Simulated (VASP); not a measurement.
# Au (Pm-3m) in VASP: further runs

The runs below take Au through relaxation of cell and atoms, with LDA.

Everything below comes from runs of VASP 6.6.1. Logs are shortened: lines on timing, memory, paths and dates and some standing lists are left out, and cuts for length are marked.

## 1. The cell of the first run

The structure is cubic, space group Pm-3m (No. 221). Conventional cell: a = 2.650 Å, b = 2.650 Å, c = 2.650 Å, α = 90.00°, β = 90.00°, γ = 90.00°. Au (site symmetry m-3m) has 6 Au at 2.65 Å within 3.5 Å.

## 2. Relaxation of cell and atoms, LDA, target pressure 15 GPa, at which the enthalpy is minimised

Contents of INCAR:

```
SYSTEM = Au
PREC = Accurate
ENCUT = 600
EDIFF = 1E-6
ISMEAR = -1
SIGMA = 0.05
LREAL = .False.
LASPH = .True.
NELM = 80
ALGO = Normal
ISIF = 3
LWAVE = .False.
LCHARG = .False.
GGA = CA
IBRION = 2
NSW = 60
EDIFFG = -0.03
PSTRESS = 150.0
```

Contents of KPOINTS:

```
Automatic mesh
0
Gamma
  17 17 17
  0 0 0
```

Contents of POSCAR:

```
Au
1.0
    2.6500000000      0.0000000000      0.0000000000
    0.0000000000      2.6500000000      0.0000000000
    0.0000000000      0.0000000000      2.6500000000
Au
1
Direct
    0.0000000000      0.0000000000      0.0000000000
```

Potentials or basis: VASP PAW LDA potentials, release 64 (Au).

Command:

```sh
$ cat potpaw_LDA.64/Au/POTCAR > POTCAR
$ mpirun -np 1 vasp_std > vasp.out
```

OUTCAR:

```text
SYSTEM = Au
   PREC = Accurate
   ENCUT = 600
   EDIFF = 1E-6
   ISMEAR = -1
   LREAL = .False.
   LASPH = .True.
   NELM = 80
   ISIF = 3
   GGA = CA
   IBRION = 2
   NSW = 60
   EDIFFG = -0.03
   PSTRESS = 150.0

 ion  position               nearest neighbor table
   1  0.000  0.000  0.000-

  LATTYP: Found a simple cubic cell.
 ALAT       =     2.6500000000

  Lattice vectors:

 A1 = (   2.6500000000,   0.0000000000,   0.0000000000)
 A2 = (   0.0000000000,   2.6500000000,   0.0000000000)
 A3 = (   0.0000000000,   0.0000000000,   2.6500000000)

Analysis of symmetry for initial positions (statically):
=====================================================================
 Subroutine PRICEL returns:
 Original cell was already a primitive cell.

 Routine SETGRP: Setting up the symmetry group for a
 simple cubic supercell.

 Subroutine GETGRP returns: Found 48 space group operations
[... 9 lines left out ...]

 Routine SETGRP: Setting up the symmetry group for a
 simple cubic supercell.

 Subroutine GETGRP returns: Found 48 space group operations
[... 11 lines left out ...]
                                     Primitive cell

  volume of cell :      18.6096

  direct lattice vectors                    reciprocal lattice vectors
     2.650000000  0.000000000  0.000000000     0.377358491  0.000000000  0.000000000
     0.000000000  2.650000000  0.000000000     0.000000000  0.377358491  0.000000000
     0.000000000  0.000000000  2.650000000     0.000000000  0.000000000  0.377358491

  length of vectors
     2.650000000  2.650000000  2.650000000     0.377358491  0.377358491  0.377358491

  position of ions in fractional coordinates (direct lattice)
     0.000000000  0.000000000  0.000000000

  ion indices of the primitive-cell ions
   primitive index   ion index
                 1           1

----------------------------------------------------------------------------------------

 KPOINTS: Automatic mesh

Automatic generation of k-mesh.
 Grid dimensions read from file:
 generate k-points for:   17   17   17

 Generating k-lattice:

  Cartesian coordinates                     Fractional coordinates (reciprocal lattice)
     0.022197558  0.000000000  0.000000000     0.058823529  0.000000000  0.000000000
     0.000000000  0.022197558  0.000000000     0.000000000  0.058823529  0.000000000
     0.000000000  0.000000000  0.022197558     0.000000000  0.000000000  0.058823529

  Length of vectors
     0.022197558  0.022197558  0.022197558

  Shift w.r.t. Gamma in fractional coordinates (k-lattice)
     0.000000000  0.000000000  0.000000000

 Subroutine IBZKPT returns following result:
 ===========================================

 Found    165 irreducible k-points:

 Following reciprocal coordinates:
            Coordinates               Weight
  0.000000  0.000000  0.000000      1.000000
  0.058824  0.000000  0.000000      6.000000
  0.117647  0.000000  0.000000      6.000000
  0.176471  0.000000  0.000000      6.000000
  0.235294  0.000000  0.000000      6.000000
  0.294118  0.000000  0.000000      6.000000
[... 16 lines left out ...]
  0.411765  0.117647  0.000000     24.000000
  0.470588  0.117647  0.000000     24.000000
 [... further k-points ...]
   k-points           NKPTS =    165   k-points in BZ     NKDIM =    165   number of bands    NBANDS=      9
   number of dos      NEDOS =    301   number of ions     NIONS =      1
   total plane-waves  NPLWV =  13824
   dimension x,y,z NGX =    24 NGY =   24 NGZ =   24
   dimension x,y,z NGXF=    48 NGYF=   48 NGZF=   48
   ions per type =               1
   NGX,Y,Z   is equivalent  to a cutoff of  15.06, 15.06, 15.06 a.u.
   NGXF,Y,Z  is equivalent  to a cutoff of  30.11, 30.11, 30.11 a.u.
 SYSTEM =  Au
   PREC   = accura    normal or accurate (medium, high low for compatibility)
   ISTART =      0    job   : 0-new  1-cont  2-samecut
   ICHARG =      2    charge: 1-file 2-atom 10-const
   ISPIN  =      1    spin polarized calculation?
   LNONCOLLINEAR =      F non collinear calculations
   LSORBIT =      F    spin-orbit coupling
   LASPH  =      T    aspherical Exc in radial PAW
   ENCUT  =  600.0 eV  44.10 Ry    6.64 a.u.   5.29  5.29  5.29*2*pi/ulx,y,z
   NELM   =     80;   NELMIN=  2; NELMDL= -5     # of ELM steps
   EDIFF  = 0.1E-05   stopping-criterion for ELM
   LREAL  =      F    real-space projection
   EDIFFG = -.3E-01   stopping-criterion for IOM
   NSW    =     60    number of steps for IOM
   IBRION =      2    ionic relax: 0-MD 1-quasi-New 2-CG
   NFREE  =      1    steps in history (QN), initial steepest desc. (CG)
   ISIF   =      3    stress and relaxation
   ISYM   =      2    0-nonsym 1-usesym 2-fastsym
   POTIM  = 0.5000    time-step for ionic-motion
   TEBEG  =    0.0;   TEEND  =   0.0 temperature during run
   PSTRESS=  150.0 pullay stress
   NELECT =      11.0000    total number of electrons
   NUPDOWN=      -1.0000    fix difference up-down
   EMIN   =  10.00;   EMAX   =-10.00  energy-range for DOS
   EFERMI =   0.00;   METHOD = LEGACY
   ISMEAR =    -1;   SIGMA  =   0.05  broadening in eV -4-tet -1-fermi 0-gaus
   EFERMI_NEDOS =   21; number of points for ismear=-14 and -15
   IALGO  =     38    algorithm
   IMIX   =      4    mixing-type and parameters
     AMIX     =   0.40;   BMIX     =  1.00
     AMIX_MAG =   1.60;   BMIX_MAG =  1.00
  volume/ion in A,a.u.               =      18.61       125.58
  Fermi-wavevector in a.u.,A,eV,Ry     =   1.373915  2.596323 25.682933  1.887642
  Thomas-Fermi vector in A             =   2.499389
   LORBIT       =      0    0 simple, 1 ext, 2 COOP (PROOUT), +10 PAW based schemes
   GGA     = CA    functional components
   LHFCALC =     F    Hartree Fock is set to
   AEXX    =    0.0000 exact exchange contribution
   IVDW    =     0    specifies the selected vdW correction
   LEPSILON=     F    determine dielectric tensor
   LRPA    =     F    only Hartree local field effects (RPA)
 conjugate gradient relaxation of ions
 non-spin polarized calculation
  energy-cutoff  :      600.00
  volume of cell :       18.61
 maximum number of plane-waves:       638
 NGX is ok and might be reduce to    24
   NGX = 11   NGY = 11   NGZ = 11

--------------------------------------- Ionic step        1  -------------------------------------------

 number of electron      10.9999999 magnetization

 Free energy of the ion-electron system (eV)
  ---------------------------------------------------
  ext. energy  EPLUGINS =         0.00000000
  ---------------------------------------------------
  free energy    TOTEN  =        -4.16149446 eV

  energy without entropy =       -4.15732204  energy(sigma->0) =       -4.15940825

------------------------ aborting loop because EDIFF is reached ----------------------------------------

  FORCE on cell =-STRESS in cart. coord.  units (eV):
  Direction    XX          YY          ZZ          XY          YZ          ZX
  --------------------------------------------------------------------------------------
  -------------------------------------------------------------------------------------
  Total        0.4391745      0.4391745      0.4391745     -0.0000000     -0.0000000      0.0000000
  in kB       37.8102946     37.8102946     37.8102946     -0.0000000     -0.0000000      0.0000000
  external PRESSURE =    -112.1897054 kB  Pullay stress =     150.0000000 kB

 VOLUME and BASIS-vectors are now :
 -----------------------------------------------------------------------------
  energy-cutoff  :      600.00
  volume of cell :       18.61
      direct lattice vectors                 reciprocal lattice vectors
     2.650000000  0.000000000  0.000000000     0.377358491  0.000000000  0.000000000
     0.000000000  2.650000000  0.000000000     0.000000000  0.377358491  0.000000000
     0.000000000  0.000000000  2.650000000     0.000000000  0.000000000  0.377358491
[... 7 lines left out ...]
  FREE ENERGIE OF THE ION-ELECTRON SYSTEM (eV)
  ---------------------------------------------------
  free  energy   TOTEN  =        -4.1614944589 eV

  energy  without entropy=       -4.1573220426  energy(sigma->0) =       -4.15940825

  enthalpy is  TOTEN    =        -2.4192130661 eV   P V=        1.7422813928

--------------------------------------- Ionic step        2  -------------------------------------------

 number of electron      11.0000001 magnetization

 E-fermi :  10.9647     XC(G=0): -13.4788

 val. band max:       10.9563956649   @ k =   0.4118   0.1765   0.1765
 cond. band min:      11.0003789954   @ k =   0.4118   0.2941   0.0588
 fundamental gap:      0.0439833305
 Fermi energy:        10.9647260343

 k-point     1 :       0.0000    0.0000    0.0000
  band No.  band energies     occupation
      1       0.1759      2.00000
      2       2.6168      2.00000
      3       2.6168      2.00000
      4       9.4982      2.00000
      5       9.4982      2.00000
      6       9.4982      2.00000
      7      26.2782      0.00000
      8      26.2782      0.00000
      9      26.2782      0.00000

 k-point     2 :       0.0588    0.0000    0.0000
  band No.  band energies     occupation
      1       0.2875      2.00000
      2       2.6374      2.00000
      3       2.7205      2.00000
      4       9.3943      2.00000
      5       9.3943      2.00000
      6       9.5063      2.00000
      7      25.5074      0.00000
      8      26.4781      0.00000
      9      26.4781      0.00000
[... 329 lines left out ...]
  FREE ENERGIE OF THE ION-ELECTRON SYSTEM (eV)
  ---------------------------------------------------
  free  energy   TOTEN  =        -4.1065242735 eV

  energy  without entropy=       -4.1023374269  energy(sigma->0) =       -4.10443085

  enthalpy is  TOTEN    =        -2.4586485752 eV   P V=        1.6478756983

--------------------------------------- Ionic step        4  -------------------------------------------

 number of electron      11.0000001 magnetization

 Free energy of the ion-electron system (eV)
  ---------------------------------------------------
  ext. energy  EPLUGINS =         0.00000000
  ---------------------------------------------------
  free energy    TOTEN  =        -4.10278445 eV

  energy without entropy =       -4.09861624  energy(sigma->0) =       -4.10070034

 E-fermi :   8.4655     XC(G=0): -12.6812

 val. band max:        8.4409521494   @ k =   0.4706   0.4706   0.1765
 cond. band min:       8.4750858785   @ k =   0.4706   0.4706   0.2353
 fundamental gap:      0.0341337291
 Fermi energy:         8.4654971099

 k-point     1 :       0.0000    0.0000    0.0000
  band No.  band energies     occupation
      1      -0.8084      2.00000
      2       1.5442      2.00000
      3       1.5442      2.00000
      4       7.0853      2.00000
      5       7.0853      2.00000
      6       7.0853      2.00000
      7      23.1687      0.00000
      8      23.1687      0.00000
      9      23.1687      0.00000

 k-point     2 :       0.0588    0.0000    0.0000
  band No.  band energies     occupation
      1      -0.7102      2.00000
      2       1.5608      2.00000
      3       1.6281      2.00000
      4       7.0064      2.00000
      5       7.0064      2.00000
      6       7.0915      2.00000
      7      22.4238      0.00000
      8      23.3377      0.00000
      9      23.3377      0.00000
[... 286 lines left out ...]
 POSITION                                       TOTAL-FORCE (eV/Angst)
 -----------------------------------------------------------------------------------
      0.00000      0.00000      0.00000        -0.000000      0.000000      0.000000
 -----------------------------------------------------------------------------------
    total drift:                                0.000000     -0.000000      0.000000

  FREE ENERGIE OF THE ION-ELECTRON SYSTEM (eV)
  ---------------------------------------------------
  free  energy   TOTEN  =        -4.1027844451 eV

  energy  without entropy=       -4.0986162432  energy(sigma->0) =       -4.10070034

  enthalpy is  TOTEN    =        -2.4587553602 eV   P V=        1.6440290849

 reached required accuracy - stopping structural energy minimisation
```

Run time: 19 s. Hardware: 1 thread of Intel Xeon 6975P-C (Granite Rapids), shared host; peak memory 0.16 GiB.

What came out:

| Property | Result |
| --- | --- |
| Free energy | -4.1028 eV |
| Relaxed volume | 17.56 Å³/atom |
| Relaxed cell | a = 2.599 Å, b = 2.599 Å, c = 2.599 Å, α = 90.00°, β = 90.00°, γ = 90.00° |
| Space group after relaxing (to 0.05 Å) | Pm-3m (No. 221) |
| Energy change on relaxing (the enthalpy is what falls) | +58.7 meV/atom |
| Ionic steps | 4 |
| Pressure after relaxing | 14.8 GPa |

Step by step:
| step | energy change (eV) | largest force (eV/Å) | pressure (GPa) | volume (Å³) |
| --- | --- | --- | --- | --- |
| 1 | 0.0000 | 0.0000 | 3.78 | 18.61 |
| 2 | 0.5332 | 0.0000 | 58.59 | 15.32 |
| 3 | 0.0550 | 0.0000 | 14.34 | 17.60 |
| 4 | 0.0587 | 0.0000 | 14.82 | 17.56 |

Final structure:
```xyz
1
Lattice="2.5992 0.0000 0.0000 0.0000 2.5992 0.0000 0.0000 0.0000 2.5992" Properties=species:S:1:pos:R:3 pbc="T T T"
Au    0.0000    0.0000    0.0000
```

Levels at points of the mesh, in eV from the Fermi level:
```
           k point  band 3  band 4  band 5  band 6  band 7  band 8  band 9
(0.00, 0.00, 0.00)   -6.92   -1.38   -1.38   -1.38   14.70   14.70   14.70
```

Caveat: the cell is relaxed towards a set pressure, so the enthalpy falls and the energy may rise; spin-orbit coupling is left out, which moves the levels of the heavy elements.

## 3. Relaxation of cell and atoms, LDA, target pressure 30 GPa, at which the enthalpy is minimised

Contents of INCAR:

```
PREC = Accurate ; ENCUT = 600
EDIFF = 1E-6 ; ISMEAR = -1
SIGMA = 0.05 ; LREAL = False
LASPH = True ; NELM = 100
ALGO = Normal ; ISIF = 3
LWAVE = False ; LCHARG = False
IBRION = 2 ; NSW = 60
EDIFFG = -0.03 ; PSTRESS = 300.0
```

Contents of KPOINTS:

```
Automatic mesh
0
Gamma
  17 17 17
```

POSCAR is that of step 2.

Potentials or basis: VASP PAW LDA potentials, release 64 (Au).

Command:

```sh
$ cat potpaw_LDA.64/Au/POTCAR > POTCAR
$ mpirun -np 1 vasp_std > vasp.out
```

Run time: 25 s. Hardware: 1 thread of Intel Xeon 6975P-C (Granite Rapids), shared host; peak memory 0.17 GiB.

The run converged. Its results:

```
Free energy                                            : -3.9664 eV
Relaxed volume                                         : 16.57 Å³/atom
Relaxed cell                                           : a = 2.549 Å, b = 2.549 Å, c = 2.549 Å, α = 90.00°, β = 90.00°, γ = 90.00°
Space group after relaxing (to 0.05 Å)                 : Pm-3m (No. 221)
Energy change on relaxing (the enthalpy is what falls) : +195.1 meV/atom
Ionic steps                                            : 5
Pressure after relaxing                                : 30.0 GPa
```

The path:
| step | energy change (eV) | largest force (eV/Å) | pressure (GPa) | volume (Å³) |
| --- | --- | --- | --- | --- |
| 1 | 0.0000 | 0.0000 | 3.78 | 18.61 |
| 2 | 3.9789 | 0.0000 | 286.81 | 11.55 |
| 3 | 0.1489 | 0.0000 | 25.44 | 16.83 |
| 4 | 0.1739 | 0.0000 | 27.96 | 16.68 |
| 5 | 0.1951 | 0.0000 | 30.05 | 16.57 |

Final structure:
```
CELL_PARAMETERS angstrom
2.54930 0.00000 0.00000
0.00000 2.54930 0.00000
0.00000 0.00000 2.54930
ATOMIC_POSITIONS crystal
Au 0.00000 0.00000 0.00000
```

Levels at points of the mesh, in eV from the Fermi level:
```csv
k point,band 3,band 4,band 5,band 6,band 7,band 8,band 9
"(0.00, 0.00, 0.00)",-7.52,-1.44,-1.44,-1.44,14.95,14.95,14.95
```

Caveat: the cell is relaxed towards a set pressure, so the enthalpy falls and the energy may rise; spin-orbit coupling is left out, which moves the levels of the heavy elements.
